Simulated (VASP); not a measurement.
# SnSe3 (Fm-3m) in VASP: a series of runs

SnSe3 is run at these levels: PBE; tasks: single point.

Everything below comes from runs of VASP 6.6.1. Logs are shortened: lines on timing, memory, paths and dates and some standing lists are left out, and cuts for length are marked.

## Step 1: The cell of the first run

It takes space group Fm-3m (No. 225, cubic). The conventional cell has a = 7.101 Å, b = 7.101 Å, c = 7.101 Å, α = 90.00°, β = 90.00°, γ = 90.00°. Sn (site symmetry m-3m) has 14 Se at 3.07 to 3.55 Å within 4.0 Å. Se (site symmetry m-3m) has 8 Se at 3.07 Å and 6 Sn at 3.55 Å within 4.0 Å. Se (site symmetry -43m) has 4 Sn at 3.07 Å and 10 Se at 3.07 to 3.55 Å within 4.0 Å.

## Step 2: Single point, PBE

Input file INCAR:

```
ALGO     = Normal         # electronic algorithm
EDIFF    = 1E-6           # SCF threshold, eV
ENCUT    = 520            # plane-wave cutoff, eV
GGA      = PE             # functional
ISIF     = 2              # what is computed and relaxed
ISMEAR   = -1             # smearing method
LASPH    = True           # aspherical terms in the spheres
LCHARG   = False          # write CHGCAR
LREAL    = False          # projectors in reciprocal space
LWAVE    = False          # write WAVECAR
NBANDS   = 24             # bands
NELM     = 100            # most SCF steps
PREC     = Accurate       # precision mode
SIGMA    = 0.02           # smearing width, eV
```

Input file KPOINTS:

```
k-points
0
Gamma
  6 6 6
```

Input file POSCAR:

```
SnSe3
1.0
    0.0000000000      3.5504410342      3.5504410342
    3.5504410342      0.0000000000      3.5504410342
    3.5504410342      3.5504410342      0.0000000000
Sn Se
1 3
Direct
    0.0000000000      0.0000000000      0.0000000000
    0.5000000000      0.5000000000      0.5000000000
    0.2500000000      0.2500000000      0.2500000000
    0.7500000000      0.7500000000      0.7500000000
```

Potentials or basis: VASP PAW PBE potentials, release 64 (Sn_d, Se).

Started as:

```sh
cat potpaw_PBE.64/Sn_d/POTCAR potpaw_PBE.64/Se/POTCAR > POTCAR
mpirun -np 1 vasp_std > vasp.out
```

OUTCAR:

```text
EDIFF = 1E-6
   ENCUT = 520
   GGA = PE
   ISIF = 2
   ISMEAR = -1
   LASPH = True
   LREAL = False
   NELM = 100
   PREC = Accurate

 ion  position               nearest neighbor table
   1  0.000  0.000  0.000-   4 3.07   4 3.07   4 3.07   3 3.07   4 3.07   3 3.07   3 3.07   3 3.07

   2  0.500  0.500  0.500-
   3  0.250  0.250  0.250-   1 3.07   1 3.07   1 3.07   1 3.07
   4  0.750  0.750  0.750-   1 3.07   1 3.07   1 3.07   1 3.07

  LATTYP: Found a face centered cubic cell.
 ALAT       =     7.1008820684

  Lattice vectors:

 A1 = (   0.0000000000,   3.5504410342,   3.5504410342)
 A2 = (   3.5504410342,   0.0000000000,   3.5504410342)
 A3 = (   3.5504410342,   3.5504410342,   0.0000000000)

Analysis of symmetry for initial positions (statically):
=====================================================================
 Subroutine PRICEL returns:
 Original cell was already a primitive cell.

 Routine SETGRP: Setting up the symmetry group for a
 face centered cubic supercell.

 Subroutine GETGRP returns: Found 48 space group operations
 (whereof 48 operations were pure point group operations)
 out of a pool of 48 trial point group operations.

The static configuration has the point symmetry O_h .

Analysis of symmetry for dynamics (positions and initial velocities):
=====================================================================
 Subroutine PRICEL returns:
 Original cell was already a primitive cell.

 Routine SETGRP: Setting up the symmetry group for a
 face centered cubic supercell.

 Subroutine GETGRP returns: Found 48 space group operations
 (whereof 48 operations were pure point group operations)
 out of a pool of 48 trial point group operations.

The dynamic configuration has the point symmetry O_h .

 Subroutine INISYM returns: Found 48 space group operations
 (whereof 48 operations are pure point group operations),
 and found     1 'primitive' translations

----------------------------------------------------------------------------------------

                                     Primitive cell

  volume of cell :      89.5111

  direct lattice vectors                    reciprocal lattice vectors
     0.000000000  3.550441034  3.550441034    -0.140827575  0.140827575  0.140827575
     3.550441034  0.000000000  3.550441034     0.140827575 -0.140827575  0.140827575
     3.550441034  3.550441034  0.000000000     0.140827575  0.140827575 -0.140827575

  length of vectors
     5.021081863  5.021081863  5.021081863     0.243920515  0.243920515  0.243920515

  position of ions in fractional coordinates (direct lattice)
     0.000000000  0.000000000  0.000000000
     0.500000000  0.500000000  0.500000000
     0.250000000  0.250000000  0.250000000
     0.750000000  0.750000000  0.750000000

  ion indices of the primitive-cell ions
   primitive index   ion index
                 1           1
                 2           2
                 3           3
                 4           4

----------------------------------------------------------------------------------------

 KPOINTS: k-points

Automatic generation of k-mesh.
 Grid dimensions read from file:
 generate k-points for:    6    6    6

 Generating k-lattice:

  Cartesian coordinates                     Fractional coordinates (reciprocal lattice)
    -0.023471262  0.023471262  0.023471262     0.166666667  0.000000000  0.000000000
     0.023471262 -0.023471262  0.023471262     0.000000000  0.166666667  0.000000000
     0.023471262  0.023471262 -0.023471262     0.000000000  0.000000000  0.166666667

  Length of vectors
     0.040653419  0.040653419  0.040653419

  Shift w.r.t. Gamma in fractional coordinates (k-lattice)
     0.000000000  0.000000000  0.000000000

 Subroutine IBZKPT returns following result:
 ===========================================

 Found     16 irreducible k-points:

 Following reciprocal coordinates:
            Coordinates               Weight
  0.000000  0.000000  0.000000      1.000000
  0.166667  0.000000  0.000000      8.000000
  0.333333  0.000000  0.000000      8.000000
  0.500000  0.000000  0.000000      4.000000
  0.166667  0.166667  0.000000      6.000000
  0.333333  0.166667  0.000000     24.000000
[... 8 lines left out ...]
 -0.333333  0.333333  0.166667     24.000000
 -0.333333  0.500000  0.166667     12.000000
   k-points           NKPTS =     16   k-points in BZ     NKDIM =     16   number of bands    NBANDS=     24
   number of dos      NEDOS =    301   number of ions     NIONS =      4
   total plane-waves  NPLWV =  64000
   dimension x,y,z NGX =    40 NGY =   40 NGZ =   40
   dimension x,y,z NGXF=    80 NGYF=   80 NGZF=   80
   ions per type =               1   3
   NGX,Y,Z   is equivalent  to a cutoff of  13.24, 13.24, 13.24 a.u.
   NGXF,Y,Z  is equivalent  to a cutoff of  26.49, 26.49, 26.49 a.u.
 SYSTEM =  unknown system
   PREC   = accura    normal or accurate (medium, high low for compatibility)
   ISTART =      0    job   : 0-new  1-cont  2-samecut
   ICHARG =      2    charge: 1-file 2-atom 10-const
   ISPIN  =      1    spin polarized calculation?
   LNONCOLLINEAR =      F non collinear calculations
   LSORBIT =      F    spin-orbit coupling
   LASPH  =      T    aspherical Exc in radial PAW
   ENCUT  =  520.0 eV  38.22 Ry    6.18 a.u.   9.34  9.34  9.34*2*pi/ulx,y,z
   NELM   =    100;   NELMIN=  2; NELMDL= -5     # of ELM steps
   EDIFF  = 0.1E-05   stopping-criterion for ELM
   LREAL  =      F    real-space projection
   EDIFFG = 0.1E-04   stopping-criterion for IOM
   NSW    =      0    number of steps for IOM
   IBRION =     -1    ionic relax: 0-MD 1-quasi-New 2-CG
   NFREE  =      0    steps in history (QN), initial steepest desc. (CG)
   ISIF   =      2    stress and relaxation
   ISYM   =      2    0-nonsym 1-usesym 2-fastsym
   POTIM  = 0.5000    time-step for ionic-motion
   TEBEG  =    0.0;   TEEND  =   0.0 temperature during run
   PSTRESS=    0.0 pullay stress
   NELECT =      32.0000    total number of electrons
   NUPDOWN=      -1.0000    fix difference up-down
   EMIN   =  10.00;   EMAX   =-10.00  energy-range for DOS
   EFERMI =   0.00;   METHOD = LEGACY
   ISMEAR =    -1;   SIGMA  =   0.02  broadening in eV -4-tet -1-fermi 0-gaus
   EFERMI_NEDOS =   21; number of points for ismear=-14 and -15
   IALGO  =     38    algorithm
   IMIX   =      4    mixing-type and parameters
     AMIX     =   0.40;   BMIX     =  1.00
     AMIX_MAG =   1.60;   BMIX_MAG =  1.00
  volume/ion in A,a.u.               =      22.38       151.01
  Fermi-wavevector in a.u.,A,eV,Ry     =   1.161892  2.195658 18.367778  1.349994
  Thomas-Fermi vector in A             =   2.298459
   LORBIT       =      0    0 simple, 1 ext, 2 COOP (PROOUT), +10 PAW based schemes
   GGA     = PE    functional components
   LHFCALC =     F    Hartree Fock is set to
   AEXX    =    0.0000 exact exchange contribution
   IVDW    =     0    specifies the selected vdW correction
   LEPSILON=     F    determine dielectric tensor
   LRPA    =     F    only Hartree local field effects (RPA)
 non-spin polarized calculation
  energy-cutoff  :      520.00
  volume of cell :       89.51
 maximum number of plane-waves:      2450
 NGX is ok and might be reduce to    40
   NGX = 19   NGY = 19   NGZ = 19

 number of electron      32.0000001 magnetization

 Free energy of the ion-electron system (eV)
  ---------------------------------------------------
  ext. energy  EPLUGINS =         0.00000000
  ---------------------------------------------------
  free energy    TOTEN  =       -13.36676446 eV

  energy without entropy =      -13.35937786  energy(sigma->0) =      -13.36307116

 E-fermi :   6.0677     XC(G=0): -10.4244

 val. band max:        6.0499606642   @ k =   0.3333   0.0000   0.0000
 cond. band min:       6.0793814708   @ k =   0.5000   0.1667   0.0000
 fundamental gap:      0.0294208066
 Fermi energy:         6.0677477072

 k-point     1 :       0.0000    0.0000    0.0000
  band No.  band energies     occupation
      1     -15.5284      2.00000
      2     -15.5284      2.00000
      3     -15.5284      2.00000
      4     -15.5213      2.00000
      5     -15.5213      2.00000
      6      -9.0903      2.00000
[... 16 lines left out ...]
     23      10.4905      0.00000
     24      17.9526      0.00000

 k-point     2 :       0.1667    0.0000    0.0000
  band No.  band energies     occupation
      1     -15.5293      2.00000
      2     -15.5278      2.00000
      3     -15.5278      2.00000
      4     -15.5213      2.00000
      5     -15.5213      2.00000
      6      -8.9087      2.00000
[... 16 lines left out ...]
     23      11.2079      0.00000
     24      17.4979      0.00000

 k-point     3 :       0.3333    0.0000    0.0000
  band No.  band energies     occupation
      1     -15.5311      2.00000
      2     -15.5270      2.00000
      3     -15.5270      2.00000
      4     -15.5211      2.00000
      5     -15.5211      2.00000
      6      -8.4016      2.00000
[... 16 lines left out ...]
     23      13.0764      0.00000
     24      15.4345      0.00000

 k-point     4 :       0.5000    0.0000    0.0000
  band No.  band energies     occupation
      1     -15.5321      2.00000
      2     -15.5267      2.00000
      3     -15.5267      2.00000
      4     -15.5209      2.00000
      5     -15.5209      2.00000
      6      -7.9047      2.00000
[... 16 lines left out ...]
     23      15.2591      0.00000
     24      15.2591      0.00000

 k-point     5 :       0.1667    0.1667    0.0000
  band No.  band energies     occupation
      1     -15.5302      2.00000
      2     -15.5273      2.00000
      3     -15.5273      2.00000
      4     -15.5218      2.00000
      5     -15.5209      2.00000
      6      -8.8482      2.00000
[... 235 lines left out ...]
 k-point    14 :       0.5000    0.3333    0.1667
  band No.  band energies     occupation
      1     -15.5318      2.00000
      2     -15.5272      2.00000
      3     -15.5251      2.00000
      4     -15.5226      2.00000
      5     -15.5206      2.00000
      6      -7.9717      2.00000
[... 16 lines left out ...]
     23      14.2156      0.00000
     24      14.9405      0.00000

 k-point    15 :      -0.3333    0.3333    0.1667
  band No.  band energies     occupation
      1     -15.5304      2.00000
      2     -15.5291      2.00000
      3     -15.5246      2.00000
      4     -15.5226      2.00000
      5     -15.5208      2.00000
      6      -7.4838      2.00000
[... 16 lines left out ...]
     23      14.2288      0.00000
     24      14.7311      0.00000

 k-point    16 :      -0.3333    0.5000    0.1667
  band No.  band energies     occupation
      1     -15.5329      2.00000
      2     -15.5269      2.00000
      3     -15.5239      2.00000
      4     -15.5234      2.00000
      5     -15.5205      2.00000
      6      -7.1139      2.00000
[... 16 lines left out ...]
     23      13.6751      0.00000
     24      14.4686      0.00000

------------------------ aborting loop because EDIFF is reached ----------------------------------------

  FORCE on cell =-STRESS in cart. coord.  units (eV):
  Direction    XX          YY          ZZ          XY          YZ          ZX
  --------------------------------------------------------------------------------------
  -------------------------------------------------------------------------------------
  Total       -0.0110830     -0.0110830     -0.0110830      0.0000000      0.0000000     -0.0000000
  in kB       -0.1983763     -0.1983763     -0.1983763      0.0000000      0.0000000     -0.0000000
  external PRESSURE =      -0.1983763 kB  Pullay stress =       0.0000000 kB

 VOLUME and BASIS-vectors are now :
 -----------------------------------------------------------------------------
  energy-cutoff  :      520.00
  volume of cell :       89.51
      direct lattice vectors                 reciprocal lattice vectors
     0.000000000  3.550441034  3.550441034    -0.140827575  0.140827575  0.140827575
     3.550441034  0.000000000  3.550441034     0.140827575 -0.140827575  0.140827575
     3.550441034  3.550441034  0.000000000     0.140827575  0.140827575 -0.140827575

 POSITION                                       TOTAL-FORCE (eV/Angst)
 -----------------------------------------------------------------------------------
      0.00000      0.00000      0.00000         0.000000     -0.000000      0.000000
      3.55044      3.55044      3.55044         0.000000     -0.000000      0.000000
      1.77522      1.77522      1.77522         0.000000     -0.000000      0.000000
      5.32566      5.32566      5.32566        -0.000000      0.000000     -0.000000
 -----------------------------------------------------------------------------------
    total drift:                               -0.000000      0.000000      0.000000

  FREE ENERGIE OF THE ION-ELECTRON SYSTEM (eV)
  ---------------------------------------------------
  free  energy   TOTEN  =       -13.3667644613 eV

  energy  without entropy=      -13.3593778579  energy(sigma->0) =      -13.36307116
```

Run time: 36 s. Hardware: 1 thread of Intel Xeon Platinum 8259CL at 2.50GHz (Skylake/Cascade Lake), shared host; peak memory 0.24 GiB.

What came out:

```
Free energy            : -13.3668 eV
Pressure               : 0.0 GPa
Band gap on the k mesh : zero (band 16 reaches 6.31 eV, above the bottom of band 17 at 4.23 eV)
```

Levels at points of the mesh, in eV from the Fermi level:
| k point | band 13 | band 14 | band 15 | band 16 | band 17 | band 18 | band 19 | band 20 |
| --- | --- | --- | --- | --- | --- | --- | --- | --- |
| (0.00, 0.00, 0.00) | -3.40 | -3.40 | -3.40 | -1.84 | -1.84 | -1.84 | 4.21 | 4.21 |
| (0.50, 0.00, 0.00) | -3.62 | -2.36 | -1.74 | 0.24 | 0.24 | 1.09 | 2.62 | 2.62 |
| (0.50, 0.50, 0.00) | -0.79 | -0.79 | -0.68 | -0.25 | 0.14 | 0.14 | 3.01 | 4.26 |

Caveat: spin-orbit coupling is left out, which moves the levels of the heavy elements.

(Continued in part 2 of 2.)
